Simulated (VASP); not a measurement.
Input of a VASP 6.6.1 run:

The input INCAR:

```
ALGO = Normal
EDIFF = 1E-6
ENCUT = 520
GGA = PS
ISIF = 2
ISMEAR = -1
ISPIN = 2
LASPH = T
LCHARG = T
LELF = T
LMAXMIX = 4
LORBIT = 11
LREAL = F
LVHAR = T
LWAVE = F
MAGMOM = 4 4 0 0
NBANDS = 31
NELM = 150
PREC = Accurate
SIGMA = 0.05
```

Contents of KPOINTS:

```
k-points
0
Gamma
  8 8 4
```

The input POSCAR:

```
MnS
1.0
    3.9797603150      0.0000000000      0.0000000000
   -1.9898801575      3.4465735338      0.0000000000
    0.0000000000      0.0000000000      6.3845335865
Mn S
2 2
Direct
    0.6666666667      0.3333333333      0.4988446700
    0.3333333333      0.6666666667      0.9988446700
    0.3333333333      0.6666666667      0.6261543000
    0.6666666667      0.3333333333      0.1261543000
```

Potentials or basis: VASP PAW PBE potentials, release 64 (Mn_pv, S).

Run with:

```console
$ cat potpaw_PBE.64/Mn_pv/POTCAR potpaw_PBE.64/S/POTCAR > POTCAR
$ mpirun -np 1 vasp_std > vasp.out
```

(1) What does it give for the net moment?

(2) Predict the largest force.

(3) Predict the site moments.

(4) Estimate the pressure.

Results:

(1) 9.88 μB per cell.

(2) 0.254 eV/Å.

(3) Mn +4.32; S +0.09 μB.

(4) -1.4 GPa.

Caveat: the PAW data sets were made with another functional, which shifts forces and pressure a little; the run started ferromagnetic, and an antiferromagnetic order may lie lower in energy.
